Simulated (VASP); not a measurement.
# CuAu in VASP: settings compared, part 2 of 2

VASP 6.6.1.

## Step 6: Single point, PBE

This run uses another cell than the first one, of 15.28 Å³/atom.

INCAR

```
PREC = Accurate
ENCUT = 520
EDIFF = 1E-7
ISMEAR = -1
SIGMA = 0.05
LREAL = F
LASPH = T
NELM = 60
ALGO = Fast
ISIF = 2
LWAVE = F
LCHARG = F
GGA = PE
NBANDS = 18
```

KPOINTS

```
Automatic mesh
0
Gamma
  11 11 11
```

POSCAR

```
CuAu
1.0
    1.4215911978      0.8207560607      4.3655633165
   -1.4215911978      0.8207560607      4.3655633165
    0.0000000000     -1.6415121215      4.3655633165
Au Cu
1 1
Direct
    0.0000000000      0.0000000000      0.0000000000
    0.5000000000      0.5000000000      0.5000000000
```

Potentials or basis: VASP PAW PBE potentials, release 64 (Au, Cu).

Launch:

```bash
> cat potpaw_PBE.64/Au/POTCAR potpaw_PBE.64/Cu/POTCAR > POTCAR
> mpirun -np 1 vasp_std > vasp.out
```

OUTCAR:

```text
PREC = Accurate
   ENCUT = 520
   EDIFF = 1E-7
   ISMEAR = -1
   LREAL = F
   LASPH = T
   NELM = 60
   ISIF = 2
   GGA = PE

 ion  position               nearest neighbor table
   1  0.000  0.000  0.000-   2 2.73   2 2.73   2 2.73   2 2.73   2 2.73   2 2.73
   2  0.500  0.500  0.500-   1 2.73   1 2.73   1 2.73   1 2.73   1 2.73   1 2.73

  LATTYP: Found a trigonal (rhomboedric) cell.
 ALAT       =     4.6639795363
 COS(alpha) =     0.8141912444

  Lattice vectors:

 A1 = (   1.4215911978,   0.8207560607,   4.3655633165)
 A2 = (  -1.4215911978,   0.8207560607,   4.3655633165)
 A3 = (   0.0000000000,  -1.6415121215,   4.3655633165)

Analysis of symmetry for initial positions (statically):
=====================================================================
 Subroutine PRICEL returns:
 Original cell was already a primitive cell.

 Routine SETGRP: Setting up the symmetry group for a
 trigonal (rhombohedral) supercell.

 Subroutine GETGRP returns: Found 12 space group operations
 (whereof 12 operations were pure point group operations)
 out of a pool of 12 trial point group operations.

[... 154 lines left out ...]
 Free energy of the ion-electron system (eV)
  ---------------------------------------------------
  ext. energy  EPLUGINS =         0.00000000
  ---------------------------------------------------
  free energy    TOTEN  =        -6.92878573 eV

  energy without entropy =       -6.92431109  energy(sigma->0) =       -6.92654841

 E-fermi :   8.1413     XC(G=0): -12.3692

 val. band max:        8.1308566899   @ k =   0.3636   0.3636   0.0909
 cond. band min:       8.1527579177   @ k =  -0.3636  -0.4545   0.1818
 fundamental gap:      0.0219012278
 Fermi energy:         8.1412881078

 k-point     1 :       0.0000    0.0000    0.0000
  band No.  band energies     occupation
      1      -1.3775      2.00000
      2       1.5645      2.00000
      3       3.3277      2.00000
      4       3.3277      2.00000
      5       4.4991      2.00000
      6       4.4991      2.00000
[... 481 lines left out ...]
      5       4.0619      2.00000
      6       5.2391      2.00000
[... 10 lines left out ...]
     17      20.8017      0.00000
     18      27.9296      0.00000

 [... further k-points ...]
[... 5 lines left out ...]
  --------------------------------------------------------------------------------------
  -------------------------------------------------------------------------------------
  Total        0.0067299      0.0067299      0.0297720      0.0000000     -0.0000000     -0.0000000
  in kB        0.3528101      0.3528101      1.5607691      0.0000000     -0.0000000     -0.0000000
  external PRESSURE =       0.7554631 kB  Pullay stress =       0.0000000 kB

 VOLUME and BASIS-vectors are now :
 -----------------------------------------------------------------------------
  energy-cutoff  :      520.00
  volume of cell :       30.56
      direct lattice vectors                 reciprocal lattice vectors
     1.421591198  0.820756061  4.365563317     0.351718554  0.203064802  0.076355171
    -1.421591198  0.820756061  4.365563317    -0.351718554  0.203064802  0.076355171
     0.000000000 -1.641512121  4.365563317     0.000000000 -0.406129603  0.076355171

 POSITION                                       TOTAL-FORCE (eV/Angst)
 -----------------------------------------------------------------------------------
      0.00000      0.00000      0.00000        -0.000000     -0.000000     -0.000000
      0.00000     -0.00000      6.54834         0.000000      0.000000      0.000000
 -----------------------------------------------------------------------------------
    total drift:                                0.000000     -0.000000      0.000000

  FREE ENERGIE OF THE ION-ELECTRON SYSTEM (eV)
  ---------------------------------------------------
  free  energy   TOTEN  =        -6.9287857335 eV

  energy  without entropy=       -6.9243110905  energy(sigma->0) =       -6.92654841
```

stdout:

```text
POSCAR found type information on POSCAR AuCu
 POSCAR found :  2 types and       2 ions
 scaLAPACK will be used
 LDA part: xc-table for (Slater+PW92), standard interpolation
 POSCAR, INCAR and KPOINTS ok, starting setup
 FFT: planning ... GRIDC
 FFT: planning ... GRID_SOFT
 FFT: planning ... GRID
 WAVECAR not read
 entering main loop
WARNING in EDDRMM: call to ZHEGV failed, returncode =   6  3     17
 num prob  num prob  num prob  num prob  num prob  num prob  num prob  num prob RMM:  20    -0.692878573348E+01   -0.54197E-07   -0.25929E-07  3819   0.494E-03
```

Run time: 6.1 min. Hardware: 1 thread of Intel Xeon 8259CL, shared host; peak memory 0.27 GiB.

Results:

```
Free energy            : -6.9288 eV
Pressure               : 0.1 GPa
Band gap on the k mesh : zero (bands 11 and 12 overlap by 4.28 eV)
```

Caveat: spin-orbit coupling is left out, which moves the levels of the heavy elements.

## Step 7: Overview

| level | potentials or basis | cell | gap on the mesh (eV) | pressure (GPa) |
| --- | --- | --- | --- | --- |
| LDA | VASP PAW LDA potentials, release 64 (Au, Cu) | a = 4.571 Å, angles 36.8°, 2 atoms, atomic positions A | none | -12.3 |
| PBEsol | VASP PAW PBE potentials, release 64 (Au, Cu) | a = 4.571 Å, angles 36.8°, 2 atoms, atomic positions B | none | -7.9 |
| LDA | VASP PAW LDA potentials, release 64 (Au, Cu) | a = 4.516 Å, angles 35.7°, 2 atoms, atomic positions A | none | 0.6 |
| PBEsol | VASP PAW PBE potentials, release 64 (Au, Cu) | a = 4.578 Å, angles 35.5°, 2 atoms, atomic positions A | none | 0.1 |
| PBE | VASP PAW PBE potentials, release 64 (Au, Cu) | a = 4.664 Å, angles 35.5°, 2 atoms, atomic positions A | none | 0.1 |

Alike in all rows: task single point; no spin polarisation; k mesh 11 × 11 × 11; cutoff (eV) 520; smearing fermi-dirac 0.05 eV.

Caveats: spin-orbit coupling is left out, which moves the levels of the heavy elements; the cell stands under tension (at least some runs); the PAW data sets were made with another functional, which shifts forces and pressure a little (at least some runs).

Absolute energies hang on the potentials; compare differences alone.

The gap in the log of VASP goes by the Fermi energy; the results here count the filled bands.